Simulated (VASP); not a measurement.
Input of a VASP 6.6.1 run:

File INCAR:

```
ALGO = Normal
EDIFF = 1E-6
ENCUT = 520
GGA = PE
ISIF = 2
ISMEAR = 0
LASPH = True
LCHARG = True
LELF = True
LREAL = False
LVHAR = True
LWAVE = False
NBANDS = 14
NELM = 100
PREC = Accurate
SIGMA = 0.15
```

Contents of KPOINTS:

```
k-points
0
Gamma
  24 24 24
```

The input POSCAR:

```
HfN
1.0
    0.0000000000      2.4577269413      2.4577269413
    2.4577269413      0.0000000000      2.4577269413
    2.4577269413      2.4577269413      0.0000000000
Hf N
1 1
Direct
    0.0000000000      0.0000000000      0.0000000000
    0.7500000000      0.7500000000      0.7500000000
```

Potentials or basis: VASP PAW PBE potentials, release 64 (Hf_pv, N).

Run with:

```console
$ cat potpaw_PBE.64/Hf_pv/POTCAR potpaw_PBE.64/N/POTCAR > POTCAR
$ mpirun -np 1 vasp_std > vasp.out
```

Problem. What does it give for the pressure?

Solution. -1.0 GPa.

Problem. Estimate the band gap on the k mesh.

Solution. Zero (an odd number of electrons rules out a gap without spin polarisation).

Caveat: spin-orbit coupling is left out, which moves the levels of the heavy elements.
